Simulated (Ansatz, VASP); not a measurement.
## One calculation of Si2C, two programs

```xyz
3
Lattice="2.8651 0.0000 0.0000 -1.4325 2.4812 0.0000 0.0000 0.0000 4.8802" Properties=species:S:1:pos:R:3 pbc="T T T"
Si    0.0000    0.0000    3.6718
Si    0.0000    0.0000    1.2084
C     0.0000    1.6541    0.0000
```

Change from the starting cell: ordered vacancies on the anion sites of tungsten carbide (P-6m2, No. 187).

Alike in both runs: functional PBE; k mesh 6 × 6 × 4; occupations gaussian, width 0.1 eV; no spin polarisation.

Ansatz relaxed the structure, and its values are those at the end. VASP's run is a single point on that final structure, the one shown.

|  | VASP | Ansatz |
| --- | --- | --- |
| version | VASP 6.6.1 | Ansatz 0.2.0 |
| potentials or method | VASP PAW PBE potentials, release 64 (Si, C), cutoff 520 eV | scalar-relativistic, plane waves, PAW |
| valence electrons in the cell | 12 | 12 |

|  | VASP | Ansatz | Ansatz less VASP |
| --- | --- | --- | --- |
| gap on the k mesh at the Fermi level (eV) | none | none | - |
| pressure (GPa) | 0.2 | 0.2 | +0.02 |
| rms of the force components (eV/Å) | 0.002 | 0.010 | +0.0081 |

A gap of «none» marks a metal or a gap that the smearing closes.

The k mesh is coarse, so the values compare programs but aren't converged.
